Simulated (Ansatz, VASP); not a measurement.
# Two plane-wave programs on KMgF3

INCAR

```
AGGAC = 1.0 ; AGGAX = 1.0
ALDAC = 0.0 ; ALDAX = 1.0
ALGO = Normal ; EDIFF = 1E-6
ENCUT = 520 ; GGA = B5
ISIF = 2 ; ISMEAR = -1
LASPH = True ; LCHARG = False
LREAL = False ; LWAVE = False
NBANDS = 24 ; NELM = 60
PREC = Accurate ; SIGMA = 0.05
```

File KPOINTS:

```
k-points
0
Gamma
  7 7 7
```

File POSCAR:

```
KMgF3
1.0
    3.9859000000      0.0000000000      0.0000000000
    0.0000000000      3.9859000000      0.0000000000
    0.0000000000      0.0000000000      3.9859000000
K Mg F
1 1 3
Direct
    0.5000000000      0.5000000000      0.5000000000
    0.0000000000      0.0000000000      0.0000000000
    0.0000000000      0.0000000000      0.5000000000
    0.0000000000      0.5000000000      0.0000000000
    0.5000000000      0.0000000000      0.0000000000
```

File input.yaml:

```yaml
crystal:
  lattice:
    - [3.9859, 0.0, 0.0]
    - [0.0, 3.9859, 0.0]
    - [0.0, 0.0, 3.9859]
  atoms:
    - { symbol: K, position: [0.5, 0.5, 0.5] }
    - { symbol: Mg, position: [0.0, 0.0, 0.0] }
    - { symbol: F, position: [0.0, 0.0, 0.5] }
    - { symbol: F, position: [0.0, 0.5, 0.0] }
    - { symbol: F, position: [0.5, 0.0, 0.0] }
hamiltonian:
  xc: blyp
  pseudopotentials: { kind: paw }
kpoints:
  mp_grid: { grid: [7, 7, 7] }
scf:
  occupations: { method: fermi_dirac, width: 0.05 }
  n_extra_bands: 12
output:
  forces: true
  stress: true
  eigenvalues: true
  dos: { projected: true, de: 0.05, nscf_kmesh: { grid: [11, 11, 11] } }
```

Alike in both runs: functional BLYP; k mesh 7 × 7 × 7; occupations fermi-dirac, width 0.05 eV; no spin polarisation.

|  | VASP | Ansatz |
| --- | --- | --- |
| version | VASP 6.6.1 | Ansatz 0.2.0 |
| potentials or method | VASP PAW PBE potentials, release 64 (K_sv, Mg, F) | Ansatz PAW |
| plane-wave cutoff (eV) | 520 | 420 |
| valence electrons in the cell | 32 | 40 |
| task | single point | projected density of states |

|  | VASP | Ansatz | Ansatz less VASP |
| --- | --- | --- | --- |
| gap on the k mesh at the Fermi level (eV) | 7.47 | 7.49 | +0.018 |
| least direct gap on the mesh (eV) | 7.76 | 7.77 | +0.016 |
| pressure (GPa) | 4.6 | 5.0 | +0.38 |

VASP's potentials were made for PBE, not for BLYP. VASP's potentials hold 32 valence electrons a cell and Ansatz's 40, so a difference there can come from the potentials and not from the codes.

Noted on Ansatz's run: odd divisions of the mesh miss points on the zone boundary, where band edges often lie, so the gap on the mesh can be too wide.
